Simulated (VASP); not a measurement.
Na, 4 atoms in the cell. The structure is hexagonal, space group P6_3/mmc (No. 194). The conventional cell has a = 3.700 Å, b = 3.700 Å, c = 12.036 Å, α = 90.00°, β = 90.00°, γ = 120.00°. Na (site symmetry -6m2) has 12 Na at 3.69 to 3.70 Å within 4.8 Å. Within 4.8 Å of Na (site symmetry -3m) lie 12 Na at 3.69 to 3.70 Å. 

* Program: VASP 6.6.1
* Task: single point
* Functional: PBEsol
* Potentials or basis: VASP PAW PBE potentials, release 64 (Na_pv)
* Cutoff: 520 eV
* k mesh: 7 × 7 × 2
* Occupations: fermi-dirac, width 0.05 eV
* Spin: no spin polarisation
* Dipole correction: no
* Further INCAR settings: ALGO = Normal; EDIFF = 1e-06; NBANDS = 22

Potentials or basis: VASP PAW PBE potentials, release 64 (Na_pv).

The run is started by

```bash
$ cat potpaw_PBE.64/Na_pv/POTCAR > POTCAR
$ mpirun -np 1 vasp_std > vasp.out
```

Hardware: 1 thread of Intel(R) Xeon(R) Platinum 8488C (Sapphire Rapids), on a shared host.

Problem. Estimate the wall time of this run.

Solution. Wall time 30 s on 1 thread of Intel(R) Xeon(R) Platinum 8488C (Sapphire Rapids) (shared host), peak memory 0.24 GiB. Counts: scf iterations 10, k points 16.
